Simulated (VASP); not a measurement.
A run of VASP 6.6.1 is set up as follows.

INCAR

```
SYSTEM = Rb2ScCrC6N6
PREC = Accurate
ENCUT = 520
EDIFF = 1E-7
ISMEAR = 0
SIGMA = 0.1
LREAL = Auto
LASPH = .TRUE.
NELM = 150
ALGO = Normal
ISIF = 2
LWAVE = .FALSE.
LCHARG = .TRUE.
ISPIN = 2
MAGMOM = 0 0 0 3 0 0 0 0 0 0 0 0 0 0 0 0
LORBIT = 11
LMAXMIX = 4
GGA = PE
LELF = .TRUE.
LVHAR = .TRUE.
NBANDS = 66
```

KPOINTS

```
regular mesh
0
G
  4 4 4
  0 0 0
```

The input POSCAR:

```
Rb2ScCrC6N6
1.0
    0.0000000000      5.4231790718      5.4231790718
    5.4231790718      0.0000000000      5.4231790718
    5.4231790718      5.4231790718      0.0000000000
Rb Sc Cr C N
2 1 1 6 6
Direct
    0.2500000000      0.2500000000      0.2500000000
    0.7500000000      0.7500000000      0.7500000000
    0.0000000000      0.0000000000      0.0000000000
    0.5000000000      0.5000000000      0.5000000000
    0.7886762716      0.2113237284      0.2113237284
    0.2113237284      0.7886762716      0.2113237284
    0.2113237284      0.2113237284      0.7886762716
    0.2113237284      0.7886762716      0.7886762716
    0.7886762716      0.2113237284      0.7886762716
    0.7886762716      0.7886762716      0.2113237284
    0.6797792604      0.3202207396      0.3202207396
    0.3202207396      0.6797792604      0.3202207396
    0.3202207396      0.3202207396      0.6797792604
    0.3202207396      0.6797792604      0.6797792604
    0.6797792604      0.3202207396      0.6797792604
    0.6797792604      0.6797792604      0.3202207396
```

Potentials or basis: VASP PAW PBE potentials, release 64 (Rb_sv, Sc_sv, Cr_pv, C, N).

Command:

```sh
$ cat potpaw_PBE.64/Rb_sv/POTCAR potpaw_PBE.64/Sc_sv/POTCAR potpaw_PBE.64/Cr_pv/POTCAR potpaw_PBE.64/C/POTCAR potpaw_PBE.64/N/POTCAR > POTCAR
$ mpirun -np 1 vasp_std > vasp.out
```

Task: Estimate the pressure.

Result: 0.4 GPa.

Task: Estimate the site moments.

Result: Rb -0.00; Sc -0.17; Cr +1.35; C +0.02; N -0.04 μB.

Task: Estimate the net moment.

Result: 1.00 μB per cell.

Forces on the atoms (eV/Å):
```
Rb   0.000  0.000  0.000
Rb   0.000  0.000  0.000
Sc   0.000  0.000  0.000
Cr   0.000  0.000  0.000
C   -0.306  0.000  0.000
C    0.000 -0.306  0.000
C    0.000  0.000 -0.306
C    0.306  0.000  0.000
C    0.000  0.306  0.000
C    0.000  0.000  0.306
N    0.305  0.000  0.000
N    0.000  0.305  0.000
N    0.000  0.000  0.305
N   -0.305  0.000  0.000
N    0.000 -0.305  0.000
N    0.000  0.000 -0.305
```

Caveat: a cell with one magnetic atom can't hold antiferromagnetic order, which such compounds often take.
